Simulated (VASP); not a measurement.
# Pr2BBr3 (R-3m) in VASP: single point with PBE

Aim: the single point of Pr2BBr3 with PBE.

Program: VASP 6.6.1. These are calculated values, not measurements. Logs are shortened: lines on timing, memory, paths and dates and some standing lists are left out, and cuts for length are marked.

### 1 The cell of the first run

It takes space group R-3m (No. 166, trigonal). Conventional cell: a = 6.359 Å, b = 6.359 Å, c = 15.236 Å, α = 90.00°, β = 90.00°, γ = 120.00°. Within 2.9 Å of Pr (site symmetry 3m) lie 1 B at 2.17 Å. Within 2.9 Å of B (site symmetry -3m) lie 2 Pr at 2.17 Å. Br (site symmetry 2/m) has 2 B at 3.18 Å and 4 Br at 3.18 Å and 6 Pr at 3.44 to 3.85 Å within 4.2 Å.

### 2 Single point, PBE

Input file INCAR:

```
PREC = Accurate
ENCUT = 520
EDIFF = 1E-6
ISMEAR = 0
SIGMA = 0.1
LREAL = False
LASPH = True
NELM = 80
ALGO = Normal
ISIF = 2
LWAVE = False
LCHARG = True
GGA = PE
LELF = True
LVHAR = True
NBANDS = 34
```

Input file KPOINTS:

```
Automatic mesh
0
Gamma
  3 3 3
```

Input file POSCAR:

```
Pr2BBr3
1.0
    3.1794547400      1.8356590500      5.0788300100
   -3.1794547400      1.8356590500      5.0788300100
    0.0000000000     -3.6713181100      5.0788300100
Pr B Br
2 1 3
Direct
    0.1425487000      0.1425487000      0.1425487000
    0.8574513000      0.8574513000      0.8574513000
    0.0000000000      0.0000000000      0.0000000000
    0.5000000000      0.5000000000      0.0000000000
    0.0000000000      0.5000000000      0.5000000000
    0.5000000000      0.0000000000      0.5000000000
```

Potentials or basis: VASP PAW PBE potentials, release 64 (Pr, B, Br).

Run with:

```sh
$ cat potpaw_PBE.64/Pr/POTCAR potpaw_PBE.64/B/POTCAR potpaw_PBE.64/Br/POTCAR > POTCAR
$ mpirun -np 1 vasp_std > vasp.out
```

OUTCAR:

```text
PREC = Accurate
   ENCUT = 520
   EDIFF = 1E-6
   ISMEAR = 0
   LREAL = False
   LASPH = True
   NELM = 80
   ISIF = 2
   GGA = PE

 ion  position               nearest neighbor table
   1  0.143  0.143  0.143-   3 2.17
   2  0.857  0.857  0.857-   3 2.17
   3  0.000  0.000  0.000-   1 2.17   2 2.17
   4  0.500  0.500  0.000-
   5  0.000  0.500  0.500-
   6  0.500  0.000  0.500-

  LATTYP: Found a trigonal (rhomboedric) cell.
 ALAT       =     6.2668246235
 COS(alpha) =     0.4851980212

  Lattice vectors:

 A1 = (   3.1794547400,   1.8356590500,   5.0788300100)
 A2 = (  -3.1794547400,   1.8356590500,   5.0788300100)
 A3 = (   0.0000000000,  -3.6713181100,   5.0788300100)

Analysis of symmetry for initial positions (statically):
=====================================================================
 Subroutine PRICEL returns:
 Original cell was already a primitive cell.

 Routine SETGRP: Setting up the symmetry group for a
 trigonal (rhombohedral) supercell.

 Subroutine GETGRP returns: Found 12 space group operations
 (whereof 12 operations were pure point group operations)
 out of a pool of 12 trial point group operations.

The static configuration has the point symmetry D_3d.

Analysis of symmetry for dynamics (positions and initial velocities):
=====================================================================
 Subroutine PRICEL returns:
 Original cell was already a primitive cell.

 Routine SETGRP: Setting up the symmetry group for a
 trigonal (rhombohedral) supercell.

 Subroutine GETGRP returns: Found 12 space group operations
 (whereof 12 operations were pure point group operations)
 out of a pool of 12 trial point group operations.

The dynamic configuration has the point symmetry D_3d.

 Subroutine INISYM returns: Found 12 space group operations
 (whereof 12 operations are pure point group operations),
 and found     1 'primitive' translations

----------------------------------------------------------------------------------------

                                     Primitive cell

  volume of cell :     177.8523

  direct lattice vectors                    reciprocal lattice vectors
     3.179454740  1.835659050  5.078830010     0.157259669  0.090793912  0.065631914
    -3.179454740  1.835659050  5.078830010    -0.157259669  0.090793912  0.065631914
     0.000000000 -3.671318110  5.078830010     0.000000000 -0.181587824  0.065631914

  length of vectors
     6.266824624  6.266824624  6.266824629     0.193084660  0.193084660  0.193084660

  position of ions in fractional coordinates (direct lattice)
     0.142548700  0.142548700  0.142548700
     0.857451300  0.857451300  0.857451300
     0.000000000  0.000000000  0.000000000
     0.500000000  0.500000000  0.000000000
     0.000000000  0.500000000  0.500000000
     0.500000000  0.000000000  0.500000000

  ion indices of the primitive-cell ions
   primitive index   ion index
                 1           1
                 2           2
                 3           3
                 4           4
                 5           5
                 6           6

----------------------------------------------------------------------------------------

 KPOINTS: Automatic mesh

Automatic generation of k-mesh.
 Grid dimensions read from file:
 generate k-points for:    3    3    3

 Generating k-lattice:

  Cartesian coordinates                     Fractional coordinates (reciprocal lattice)
     0.052419890  0.030264637  0.021877305     0.333333333 -0.000000000  0.000000000
    -0.052419890  0.030264637  0.021877305    -0.000000000  0.333333333  0.000000000
     0.000000000 -0.060529275  0.021877305     0.000000000  0.000000000  0.333333333

  Length of vectors
     0.064361553  0.064361553  0.064361553

  Shift w.r.t. Gamma in fractional coordinates (k-lattice)
     0.000000000  0.000000000  0.000000000

 Subroutine IBZKPT returns following result:
 ===========================================

 Found      6 irreducible k-points:

 Following reciprocal coordinates:
            Coordinates               Weight
  0.000000  0.000000  0.000000      1.000000
  0.333333  0.000000  0.000000      6.000000
  0.333333  0.333333  0.000000      6.000000
 -0.333333  0.333333  0.000000      6.000000
  0.333333  0.333333  0.333333      2.000000
 -0.333333  0.333333  0.333333      6.000000
   k-points           NKPTS =      6   k-points in BZ     NKDIM =      6   number of bands    NBANDS=     34
   number of dos      NEDOS =    301   number of ions     NIONS =      6
   total plane-waves  NPLWV = 110592
   dimension x,y,z NGX =    48 NGY =   48 NGZ =   48
   dimension x,y,z NGXF=    96 NGYF=   96 NGZF=   96
   ions per type =               2   1   3
   NGX,Y,Z   is equivalent  to a cutoff of  12.73, 12.73, 12.73 a.u.
   NGXF,Y,Z  is equivalent  to a cutoff of  25.47, 25.47, 25.47 a.u.
 SYSTEM =  unknown system
   PREC   = accura    normal or accurate (medium, high low for compatibility)
   ISTART =      0    job   : 0-new  1-cont  2-samecut
   ICHARG =      2    charge: 1-file 2-atom 10-const
   ISPIN  =      1    spin polarized calculation?
   LNONCOLLINEAR =      F non collinear calculations
   LSORBIT =      F    spin-orbit coupling
   LASPH  =      T    aspherical Exc in radial PAW
   ENCUT  =  520.0 eV  38.22 Ry    6.18 a.u.  11.65 11.65 11.65*2*pi/ulx,y,z
   NELM   =     80;   NELMIN=  2; NELMDL= -5     # of ELM steps
   EDIFF  = 0.1E-05   stopping-criterion for ELM
   LREAL  =      F    real-space projection
   EDIFFG = 0.1E-04   stopping-criterion for IOM
   NSW    =      0    number of steps for IOM
   IBRION =     -1    ionic relax: 0-MD 1-quasi-New 2-CG
   NFREE  =      0    steps in history (QN), initial steepest desc. (CG)
   ISIF   =      2    stress and relaxation
   ISYM   =      2    0-nonsym 1-usesym 2-fastsym
   POTIM  = 0.5000    time-step for ionic-motion
   TEBEG  =    0.0;   TEEND  =   0.0 temperature during run
   PSTRESS=    0.0 pullay stress
   NELECT =      50.0000    total number of electrons
   NUPDOWN=      -1.0000    fix difference up-down
   EMIN   =  10.00;   EMAX   =-10.00  energy-range for DOS
   EFERMI =   0.00;   METHOD = LEGACY
   ISMEAR =     0;   SIGMA  =   0.10  broadening in eV -4-tet -1-fermi 0-gaus
   EFERMI_NEDOS =   21; number of points for ismear=-14 and -15
   IALGO  =     38    algorithm
   IMIX   =      4    mixing-type and parameters
     AMIX     =   0.40;   BMIX     =  1.00
     AMIX_MAG =   1.60;   BMIX_MAG =  1.00
  volume/ion in A,a.u.               =      29.64       200.03
  Fermi-wavevector in a.u.,A,eV,Ry     =   1.072453  2.026642 15.648817  1.150156
  Thomas-Fermi vector in A             =   2.208224
   LORBIT       =      0    0 simple, 1 ext, 2 COOP (PROOUT), +10 PAW based schemes
   GGA     = PE    functional components
   LHFCALC =     F    Hartree Fock is set to
   AEXX    =    0.0000 exact exchange contribution
   IVDW    =     0    specifies the selected vdW correction
   LEPSILON=     F    determine dielectric tensor
   LRPA    =     F    only Hartree local field effects (RPA)
 non-spin polarized calculation
 Gauss-broadening in eV      SIGMA  =   0.10
  energy-cutoff  :      520.00
  volume of cell :      177.85
 maximum number of plane-waves:      4813
 NGX is ok and might be reduce to    48
   NGX = 23   NGY = 23   NGZ = 23

 number of electron      50.0000005 magnetization

 Free energy of the ion-electron system (eV)
  ---------------------------------------------------
  ext. energy  EPLUGINS =         0.00000000
  ---------------------------------------------------
  free energy    TOTEN  =       -19.79875702 eV

  energy without entropy =      -19.68144667  energy(sigma->0) =      -19.74010184

 E-fermi :   3.7830     XC(G=0):  -8.8407

 val. band max:        3.7723695976   @ k =   0.0000   0.0000   0.0000
 cond. band min:       3.7899046226   @ k =   0.3333   0.3333   0.3333
 fundamental gap:      0.0175350250
 Fermi energy:         3.7830041215

 k-point     1 :       0.0000    0.0000    0.0000
  band No.  band energies     occupation
      1     -32.3578      2.00000
      2     -32.2937      2.00000
      3     -14.6789      2.00000
      4     -14.6789      2.00000
      5     -14.5999      2.00000
      6     -14.5842      2.00000
[... 26 lines left out ...]
     33       4.1042      0.00001
     34       4.1529      0.00000

 k-point     2 :       0.3333    0.0000    0.0000
  band No.  band energies     occupation
      1     -32.3444      2.00000
      2     -32.3072      2.00000
      3     -14.6996      2.00000
      4     -14.6749      2.00000
      5     -14.6276      2.00000
      6     -14.5424      2.00000
[... 26 lines left out ...]
     33       4.0559      0.00011
     34       4.1624      0.00000

 k-point     3 :       0.3333    0.3333    0.0000
  band No.  band energies     occupation
      1     -32.3440      2.00000
      2     -32.3075      2.00000
      3     -14.7184      2.00000
      4     -14.6808      2.00000
      5     -14.6017      2.00000
      6     -14.5679      2.00000
[... 26 lines left out ...]
     33       4.0832      0.00002
     34       4.1616      0.00000

 k-point     4 :      -0.3333    0.3333    0.0000
  band No.  band energies     occupation
      1     -32.3262      2.00000
      2     -32.3254      2.00000
      3     -14.7398      2.00000
      4     -14.6680      2.00000
      5     -14.6095      2.00000
      6     -14.4916      2.00000
[... 26 lines left out ...]
     33       4.1112      0.00000
     34       4.1642      0.00000

 k-point     5 :       0.3333    0.3333    0.3333
  band No.  band energies     occupation
      1     -32.3571      2.00000
      2     -32.2942      2.00000
      3     -14.6986      2.00000
      4     -14.6880      2.00000
      5     -14.6880      2.00000
      6     -14.5368      2.00000
[... 26 lines left out ...]
     33       4.1251      0.00000
     34       4.1438      0.00000

 k-point     6 :      -0.3333    0.3333    0.3333
  band No.  band energies     occupation
      1     -32.3436      2.00000
      2     -32.3078      2.00000
      3     -14.7224      2.00000
      4     -14.7133      2.00000
      5     -14.6063      2.00000
      6     -14.5536      2.00000
[... 26 lines left out ...]
     33       4.1042      0.00001
     34       4.1413      0.00000

------------------------ aborting loop because EDIFF is reached ----------------------------------------

  FORCE on cell =-STRESS in cart. coord.  units (eV):
  Direction    XX          YY          ZZ          XY          YZ          ZX
  --------------------------------------------------------------------------------------
  -------------------------------------------------------------------------------------
  Total        6.0839041      6.0839041     -7.1778351      0.0000000      0.0000000      0.0000000
  in kB       54.8066613     54.8066615    -64.6613044      0.0000000      0.0000000      0.0000000
  external PRESSURE =      14.9840062 kB  Pullay stress =       0.0000000 kB

 VOLUME and BASIS-vectors are now :
 -----------------------------------------------------------------------------
  energy-cutoff  :      520.00
  volume of cell :      177.85
      direct lattice vectors                 reciprocal lattice vectors
     3.179454740  1.835659050  5.078830010     0.157259669  0.090793912  0.065631914
    -3.179454740  1.835659050  5.078830010    -0.157259669  0.090793912  0.065631914
     0.000000000 -3.671318110  5.078830010     0.000000000 -0.181587824  0.065631914

 POSITION                                       TOTAL-FORCE (eV/Angst)
 -----------------------------------------------------------------------------------
      0.00000     -0.00000      2.17194         0.000000     -0.000000      1.600485
      0.00000     -0.00000     13.06455         0.000000      0.000000     -1.600485
      0.00000      0.00000      0.00000         0.000000      0.000000     -0.000000
      0.00000      1.83566      5.07883        -0.000000      0.000000     -0.000000
     -1.58973     -0.91783      5.07883        -0.000000      0.000000     -0.000000
      1.58973     -0.91783      5.07883         0.000000      0.000000     -0.000000
 -----------------------------------------------------------------------------------
    total drift:                                0.000000      0.000000     -0.000000

  FREE ENERGIE OF THE ION-ELECTRON SYSTEM (eV)
  ---------------------------------------------------
  free  energy   TOTEN  =       -19.7987570178 eV

  energy  without entropy=      -19.6814466719  energy(sigma->0) =      -19.74010184
```

Run time: 2.2 min. Hardware: 1 thread of Intel Xeon Platinum 8488C (Sapphire Rapids), shared host; peak memory 0.34 GiB.

What came out:

| Property | Result |
| --- | --- |
| Free energy | -19.7988 eV |
| Pressure | 1.5 GPa |
| Largest force | 1.600 eV/Å |
| Band gap on the k mesh | zero (band 25 reaches 3.90 eV, above the bottom of band 26 at 3.75 eV) |

Forces on the atoms (eV/Å):
```
Pr   0.000  0.000  1.600
Pr   0.000  0.000 -1.600
B    0.000  0.000  0.000
Br   0.000  0.000  0.000
Br   0.000  0.000  0.000
Br   0.000  0.000  0.000
```

Stress tensor (GPa, compression positive):
```
 5.48  0.00  0.00
 0.00  5.48  0.00
 0.00  0.00 -6.47
```

Caveat: the k points lie up to 0.40 Å⁻¹ apart; spin-orbit coupling is left out, which moves the levels of the heavy elements; the run has no spin polarisation, though such a crystal can be magnetic; without U or exact exchange the open f shell lies at the Fermi level, which spoils levels, moments and volumes; forces of over 1 eV/Å act on the atoms, so gaps and moduli don't describe the material at rest. Spin polarisation is off, so any magnetic state and its effect on volume and gap are missing.
